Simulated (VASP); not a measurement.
# CuF (P6_3mc) in VASP: settings compared

The runs below take CuF through single point, with LDA, PBEsol, PBE.

All numbers are computed with VASP 6.6.1; they aren't measurements. Logs are shortened: lines on timing, memory, paths and dates and some standing lists are left out, and cuts for length are marked.

## (1) The cell of the first run

Symmetry: P6_3mc, No. 186, hexagonal system. The conventional cell has a = 2.692 Å, b = 2.692 Å, c = 6.662 Å, α = 90.00°, β = 90.00°, γ = 120.00°. Within 2.5 Å of Cu (site symmetry 3m) lie 4 F at 1.87 to 2.13 Å. Within 2.5 Å of F (site symmetry 3m) lie 4 Cu at 1.87 to 2.13 Å.

## (2) Single point, LDA

File INCAR:

```
ALGO = Normal ; EDIFF = 1E-6
ENCUT = 520 ; GGA = CA
ISIF = 2 ; ISMEAR = -1
LASPH = T ; LCHARG = F
LREAL = F ; LWAVE = F
NBANDS = 26 ; NELM = 80
PREC = Accurate ; SIGMA = 0.02
```

File KPOINTS:

```
k-points
0
Gamma
  12 12 4
```

File POSCAR:

```
CuF
1.0
    2.6915793536      0.0000000000      0.0000000000
   -1.3457896768      2.3309760965      0.0000000000
    0.0000000000      0.0000000000      6.6622870479
Cu F
2 2
Direct
    0.3333333333      0.6666666667      0.0470513801
    0.6666666667      0.3333333333      0.5470513801
    0.3333333333      0.6666666667      0.3279486199
    0.6666666667      0.3333333333      0.8279486199
```

Potentials or basis: VASP PAW LDA potentials, release 64 (Cu, F).

Launch:

```console
$ cat potpaw_LDA.64/Cu/POTCAR potpaw_LDA.64/F/POTCAR > POTCAR
$ mpirun -np 1 vasp_std > vasp.out
```

OUTCAR:

```text
EDIFF = 1E-6
   ENCUT = 520
   GGA = CA
   ISIF = 2
   ISMEAR = -1
   LASPH = T
   LREAL = F
   NELM = 80
   PREC = Accurate

 ion  position               nearest neighbor table
   1  0.333  0.667  0.047-   3 1.87   4 2.13   4 2.13   4 2.13
   2  0.667  0.333  0.547-   4 1.87   3 2.13   3 2.13   3 2.13
   3  0.333  0.667  0.328-   1 1.87   2 2.13   2 2.13   2 2.13
   4  0.667  0.333  0.828-   2 1.87   1 2.13   1 2.13   1 2.13

  LATTYP: Found a hexagonal cell.
 ALAT       =     2.6915793536
 C/A-ratio  =     2.4752333752

  Lattice vectors:

 A1 = (   2.6915793536,   0.0000000000,   0.0000000000)
 A2 = (  -1.3457896768,   2.3309760965,   0.0000000000)
 A3 = (   0.0000000000,   0.0000000000,   6.6622870479)

Analysis of symmetry for initial positions (statically):
=====================================================================
 Subroutine PRICEL returns:
 Original cell was already a primitive cell.

 Routine SETGRP: Setting up the symmetry group for a
 hexagonal supercell.

 Subroutine GETGRP returns: Found 12 space group operations
 (whereof  6 operations were pure point group operations)
 out of a pool of 24 trial point group operations.

The static configuration has the point symmetry C_3v.
 The point group associated with its full space group is C_6v.

Analysis of symmetry for dynamics (positions and initial velocities):
=====================================================================
 Subroutine PRICEL returns:
 Original cell was already a primitive cell.

 Routine SETGRP: Setting up the symmetry group for a
 hexagonal supercell.

 Subroutine GETGRP returns: Found 12 space group operations
 (whereof  6 operations were pure point group operations)
 out of a pool of 24 trial point group operations.

The dynamic configuration has the point symmetry C_3v.
 The point group associated with its full space group is C_6v.

 Subroutine INISYM returns: Found 12 space group operations
 (whereof  6 operations are pure point group operations),
 and found     1 'primitive' translations

----------------------------------------------------------------------------------------

                                     Primitive cell

  volume of cell :      41.7992

  direct lattice vectors                    reciprocal lattice vectors
     2.691579354  0.000000000  0.000000000     0.371529080  0.214502414  0.000000000
    -1.345789677  2.330976097  0.000000000     0.000000000  0.429004828  0.000000000
     0.000000000  0.000000000  6.662287048     0.000000000  0.000000000  0.150098606
[... 88 lines left out ...]
   EDIFF  = 0.1E-05   stopping-criterion for ELM
   LREAL  =      F    real-space projection
   EDIFFG = 0.1E-04   stopping-criterion for IOM
   NSW    =      0    number of steps for IOM
   IBRION =     -1    ionic relax: 0-MD 1-quasi-New 2-CG
   NFREE  =      0    steps in history (QN), initial steepest desc. (CG)
   ISIF   =      2    stress and relaxation
   ISYM   =      2    0-nonsym 1-usesym 2-fastsym
   POTIM  = 0.5000    time-step for ionic-motion
   TEBEG  =    0.0;   TEEND  =   0.0 temperature during run
   PSTRESS=    0.0 pullay stress
   NELECT =      36.0000    total number of electrons
   NUPDOWN=      -1.0000    fix difference up-down
   EMIN   =  10.00;   EMAX   =-10.00  energy-range for DOS
   EFERMI =   0.00;   METHOD = LEGACY
   ISMEAR =    -1;   SIGMA  =   0.02  broadening in eV -4-tet -1-fermi 0-gaus
   EFERMI_NEDOS =   21; number of points for ismear=-14 and -15
   IALGO  =     38    algorithm
   IMIX   =      4    mixing-type and parameters
     AMIX     =   0.40;   BMIX     =  1.00
     AMIX_MAG =   1.60;   BMIX_MAG =  1.00
  volume/ion in A,a.u.               =      10.45        70.52
  Fermi-wavevector in a.u.,A,eV,Ry     =   1.557589  2.943416 33.008871  2.426084
  Thomas-Fermi vector in A             =   2.661217
   LORBIT       =      0    0 simple, 1 ext, 2 COOP (PROOUT), +10 PAW based schemes
   GGA     = CA    functional components
   LHFCALC =     F    Hartree Fock is set to
   AEXX    =    0.0000 exact exchange contribution
   IVDW    =     0    specifies the selected vdW correction
   LEPSILON=     F    determine dielectric tensor
   LRPA    =     F    only Hartree local field effects (RPA)
 non-spin polarized calculation
  energy-cutoff  :      520.00
  volume of cell :       41.80
 maximum number of plane-waves:      1149
 NGX is ok and might be reduce to    20
   NGX =  9   NGY =  9   NGZ = 25

 number of electron      35.9999967 magnetization

 Free energy of the ion-electron system (eV)
  ---------------------------------------------------
  ext. energy  EPLUGINS =         0.00000000
  ---------------------------------------------------
  free energy    TOTEN  =       -17.67927401 eV

  energy without entropy =      -17.67914743  energy(sigma->0) =      -17.67921072

 E-fermi :   4.4743     XC(G=0): -12.2372

 val. band max:        4.3764048159   @ k =   0.4167   0.0000   0.0000
 cond. band min:       4.5027996670   @ k =   0.0000   0.0000   0.0000
 fundamental gap:      0.1263948511
 Fermi energy:         4.4742773767

 k-point     1 :       0.0000    0.0000    0.0000
  band No.  band energies     occupation
      1     -19.7057      2.00000
      2     -19.5192      2.00000
      3      -4.3029      2.00000
      4      -2.7130      2.00000
      5       0.0628      2.00000
      6       0.0628      2.00000
[... 685 lines left out ...]
     25      20.3766      0.00000
     26      21.1740      0.00000

 [... further k-points ...]

------------------------ aborting loop because EDIFF is reached ----------------------------------------

  FORCE on cell =-STRESS in cart. coord.  units (eV):
  Direction    XX          YY          ZZ          XY          YZ          ZX
  --------------------------------------------------------------------------------------
  -------------------------------------------------------------------------------------
  Total        0.0156417      0.0156417      0.2790173      0.0000000      0.0000000      0.0000000
  in kB        0.5995509      0.5995509     10.6948185      0.0000000      0.0000000      0.0000000
  external PRESSURE =       3.9646401 kB  Pullay stress =       0.0000000 kB

 VOLUME and BASIS-vectors are now :
 -----------------------------------------------------------------------------
  energy-cutoff  :      520.00
  volume of cell :       41.80
      direct lattice vectors                 reciprocal lattice vectors
     2.691579354  0.000000000  0.000000000     0.371529080  0.214502414  0.000000000
    -1.345789677  2.330976097  0.000000000     0.000000000  0.429004828  0.000000000
     0.000000000  0.000000000  6.662287048     0.000000000  0.000000000  0.150098606

 POSITION                                       TOTAL-FORCE (eV/Angst)
 -----------------------------------------------------------------------------------
     -0.00000      1.55398      0.31347        -0.000000      0.000000     -0.072150
      1.34579      0.77699      3.64461         0.000000      0.000000     -0.072150
     -0.00000      1.55398      2.18489        -0.000000      0.000000      0.072150
      1.34579      0.77699      5.51603         0.000000      0.000000      0.072150
 -----------------------------------------------------------------------------------
    total drift:                                0.000001      0.000002      0.000079

  FREE ENERGIE OF THE ION-ELECTRON SYSTEM (eV)
  ---------------------------------------------------
  free  energy   TOTEN  =       -17.6792740054 eV

  energy  without entropy=      -17.6791474281  energy(sigma->0) =      -17.67921072
```

stdout:

```text
POSCAR found type information on POSCAR CuF
 POSCAR found :  2 types and       4 ions
 scaLAPACK will be used
 LDA part: xc-table for (Slater(with rela. corr.)+CA(PZ))
 , standard interpolation
 POSCAR, INCAR and KPOINTS ok, starting setup
 FFT: planning ... GRIDC
 FFT: planning ... GRID_SOFT
 FFT: planning ... GRID
 WAVECAR not read
 entering main loop
```

It took 81 s on 1 thread of Intel Xeon 8259CL, shared host; peak memory 0.17 GiB.

What came out:

```
Free energy            : -17.6793 eV
Pressure               : 0.4 GPa
Largest force          : 0.072 eV/Å
Band gap on the k mesh : 0.13 eV (least direct gap 0.49 eV)
```

Forces on the atoms (eV/Å):
```
Cu   0.000  0.000 -0.072
Cu   0.000  0.000 -0.072
F    0.000  0.000  0.072
F    0.000  0.000  0.072
```

Stress tensor (GPa, compression positive):
```
0.06 0.00 0.00
0.00 0.06 0.00
0.00 0.00 1.07
```

Caveat: the structure was generated, so it needn't be the stable form of CuF; semilocal functionals underestimate gaps, and a narrow one can read as zero.

## (3) Single point, PBEsol

This run uses another cell than the first one, of 11.09 Å³/atom.

File INCAR:

```
ALGO = Normal ; EDIFF = 1E-6
ENCUT = 520 ; GGA = PS
ISIF = 2 ; ISMEAR = -1
LASPH = T ; LCHARG = T
LELF = T ; LREAL = F
LVHAR = T ; LWAVE = F
NBANDS = 26 ; NELM = 80
PREC = Accurate ; SIGMA = 0.02
```

KPOINTS is that of step 2.

File POSCAR:

```
CuF
1.0
    2.7546079295      0.0000000000      0.0000000000
   -1.3773039647      2.3855604444      0.0000000000
    0.0000000000      0.0000000000      6.7517716605
Cu F
2 2
Direct
    0.3333333333      0.6666666667      0.0469618297
    0.6666666667      0.3333333333      0.5469618297
    0.3333333333      0.6666666667      0.3280381703
    0.6666666667      0.3333333333      0.8280381703
```

Potentials or basis: VASP PAW PBE potentials, release 64 (Cu, F).

Launch:

```console
$ cat potpaw_PBE.64/Cu/POTCAR potpaw_PBE.64/F/POTCAR > POTCAR
$ mpirun -np 1 vasp_std > vasp.out
```

It took 97 s on 1 thread of Intel Xeon 8259CL, shared host; peak memory 0.19 GiB.

Results (log left out):

- Free energy: -16.0198 eV
- Pressure: 0.1 GPa
- Largest force: 0.055 eV/Å
- Band gap on the k mesh: 0.08 eV (least direct gap 0.43 eV)

Forces on the atoms (eV/Å):
```
Cu   0.000  0.000 -0.055
Cu   0.000  0.000 -0.055
F    0.000  0.000  0.055
F    0.000  0.000  0.055
```

Stress tensor (GPa, compression positive):
```
-0.20  0.00  0.00
 0.00 -0.20  0.00
 0.00  0.00  0.68
```

Levels at points of the mesh, in eV from the valence-band top:
```
           k point  band 15  band 16  band 17  band 18  band 19  band 20  band 21  band 22
(0.00, 0.00, 0.00)    -0.89    -0.89    -0.34    -0.34     0.08     3.26     5.83    11.62
(0.50, 0.00, 0.00)    -0.50    -0.22    -0.19    -0.09     3.75     4.51     6.16     7.64
(0.00, 0.00, 0.50)    -0.59    -0.59    -0.59    -0.59     1.18     1.18     8.51     8.51
(0.50, 0.00, 0.50)    -0.47    -0.47    -0.30    -0.30     3.94     3.94     7.03     7.03
```

Caveat: the structure was generated, so it needn't be the stable form of CuF; semilocal functionals underestimate gaps, and a narrow one can read as zero; the PAW data sets were made with another functional, which shifts forces and pressure a little.

[end of part 1 of 3]
